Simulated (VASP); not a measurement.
Ga3Sb: single point with LDA

Crystal: Ga3Sb.

```
CELL_PARAMETERS angstrom
-2.10642 2.10642 4.51424
2.10642 -2.10642 4.51424
2.10642 2.10642 -4.51424
ATOMIC_POSITIONS crystal
Ga 0.75000 0.25000 0.50000
Ga 0.25000 0.75000 0.50000
Ga 0.50000 0.50000 0.00000
Sb 0.00000 0.00000 0.00000
```

```json
{
  "Program": "VASP 6.6.1",
  "Task": "single point",
  "Functional": "LDA",
  "Potentials or basis": "VASP PAW LDA potentials, release 64 (Ga_d, Sb)",
  "Cutoff": "520 eV",
  "k mesh": "14 × 14 × 14",
  "Occupations": "gaussian, width 0.1 eV",
  "Spin": "no spin polarisation"
}
```

- Pressure: 0.1 GPa
- Band gap on the k mesh: zero (bands 22 and 23 overlap by 4.87 eV)

Levels at points of the mesh, in eV from the Fermi level:
```
           k point  band 19  band 20  band 21  band 22  band 23  band 24  band 25  band 26
(0.00, 0.00, 0.00)    -2.87    -1.98    -1.98    -1.86    -0.48    -0.48     0.80     0.99
(0.50, 0.00, 0.00)    -5.28    -1.14    -0.50    -0.32     0.23     1.86     3.08     3.39
(0.50, 0.50, 0.00)    -5.32    -5.20    -4.55    -0.29     0.24     0.31     1.07     7.27
(0.50, 0.50, 0.50)    -3.36    -3.36    -2.52     2.47     2.97     2.97     3.98     4.80
```

Wall time 5 min on 1 thread of Intel(R) Xeon(R) 6975P-C (Granite Rapids), with other jobs on the host, peak memory 0.56 GiB.

Caveat: spin-orbit coupling is left out, which moves the levels of the heavy elements.
